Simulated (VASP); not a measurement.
Crystal: Si.

```
Si
1.0
     3.83755    0.00000    0.00000
    -1.91878    3.32342    0.00000
     0.00000    0.00000    6.26670
Si
4
Direct
  0.00000 0.00000 0.00000
  0.00000 0.00000 0.37500
  0.33333 0.66667 0.50000
  0.33333 0.66667 0.87500
```

This isn't the form of Si at room conditions, which is diamond.

- Program: VASP 6.6.1
- Task: relaxation of cell and atoms
- Functional: PBE
- Potentials or basis: VASP PAW PBE potentials, release 64 (Si)
- Cutoff: 600 eV
- k mesh: 12 × 12 × 6
- Occupations: gaussian, width 0.02 eV
- Spin: no spin polarisation

At the start: pressure 2.1 GPa; volume 19.98 Å³/atom.

**Question.** Where does the relaxation end?

**Answer.** Over 7 steps the energy falls by 4.0 meV/atom and the volume is 20.43 Å³/atom (+2.2 %); space group P6_3/mmc (No. 194, to 0.1 Å) before and after.

Step by step:
| step | energy change (eV) | largest force (eV/Å) | pressure (GPa) | volume (Å³) |
| --- | --- | --- | --- | --- |
| 1 | 0.0000 | 0.0539 | 2.08 | 79.92 |
| 2 | -0.0085 | 0.1485 | -1.29 | 82.96 |
| 3 | -0.0150 | 0.0772 | -0.01 | 81.73 |
| 4 | -0.0157 | 0.0062 | -0.08 | 81.78 |
| 5 | -0.0157 | 0.0092 | -0.09 | 81.79 |
| 6 | -0.0158 | 0.0030 | 0.04 | 81.67 |
| 7 | -0.0158 | 0.0001 | 0.00 | 81.70 |

Final structure:
```
Si
1.0
     3.85027    0.00000    0.00000
    -1.92513    3.33443    0.00000
     0.00000    0.00000    6.36381
Si
4
Cartesian
  0.0000 0.0000 0.0028
  0.0000 0.0000 2.3836
  0.0000 2.2230 3.1847
  0.0000 2.2230 5.5655
```
